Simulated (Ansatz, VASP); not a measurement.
## BN in VASP and in Ansatz

The input INCAR:

```
SYSTEM = BN
PREC     = Accurate       ! precision mode
ENCUT    = 520            ! plane-wave cutoff, eV
EDIFF    = 1E-6           ! SCF threshold, eV
ISMEAR   = 0              ! smearing method
SIGMA    = 0.05           ! smearing width, eV
LREAL    = .FALSE.        ! projectors in reciprocal space
LASPH    = .TRUE.         ! aspherical terms in the spheres
NELM     = 60             ! most SCF steps
ALGO     = Normal         ! electronic algorithm
ISIF     = 2              ! what is computed and relaxed
LWAVE    = .FALSE.        ! write WAVECAR
LCHARG   = .FALSE.        ! write CHGCAR
GGA      = PE             ! functional
NBANDS   = 11             ! bands
```

Contents of KPOINTS:

```
Automatic mesh
0
G
  12 12 12
  0 0 0
```

The input POSCAR:

```
BN
1.0
    0.0000000000      1.8123485119      1.8123485119
    1.8123485119      0.0000000000      1.8123485119
    1.8123485119      1.8123485119      0.0000000000
B N
1 1
Direct
    0.0000000000      0.0000000000      0.0000000000
    0.7500000000      0.7500000000      0.7500000000
```

Input for Ansatz:

```yaml
crystal:
  lattice:
    - [0.0, 1.8123485119, 1.8123485119]
    - [1.8123485119, 0.0, 1.8123485119]
    - [1.8123485119, 1.8123485119, 0.0]
  atoms:
    - { symbol: B, position: [0.0, 0.0, 0.0] }
    - { symbol: "N", position: [0.75, 0.75, 0.75] }
basis:
  ecutwfc: 420
kpoints:
  mp_grid: { grid: [12, 12, 12] }
hamiltonian:
  xc: pbe
scf:
  occupations: { method: gaussian, width: 0.05 }
output:
  forces: true
  stress: true
  eigenvalues: true
  write_density: true
  write_potential: true
  elf: true
  volumetric_format: npy
```

Alike in both runs: task single point; functional PBE; k mesh 12 × 12 × 12; occupations gaussian, width 0.05 eV; no spin polarisation.

```csv
,VASP,Ansatz
version,VASP 6.6.1,Ansatz 0.2.0
potentials or method,"VASP PAW PBE potentials, release 64 (B, N), cutoff 520 eV","scalar-relativistic, plane waves, PAW"
valence electrons in the cell,8,8
```

Ansatz gave:

* gap on the k mesh at the Fermi level (eV): 4.46
* least direct gap on the mesh (eV): 8.79
* pressure (GPa): 0.0

**Question.** What did VASP give for the same quantities?

**Answer.** gap on the k mesh at the Fermi level (eV): 4.45; least direct gap on the mesh (eV): 8.78; pressure (GPa): 0.2.

The functional is the same, so the differences come from potentials, cutoffs and numerics.
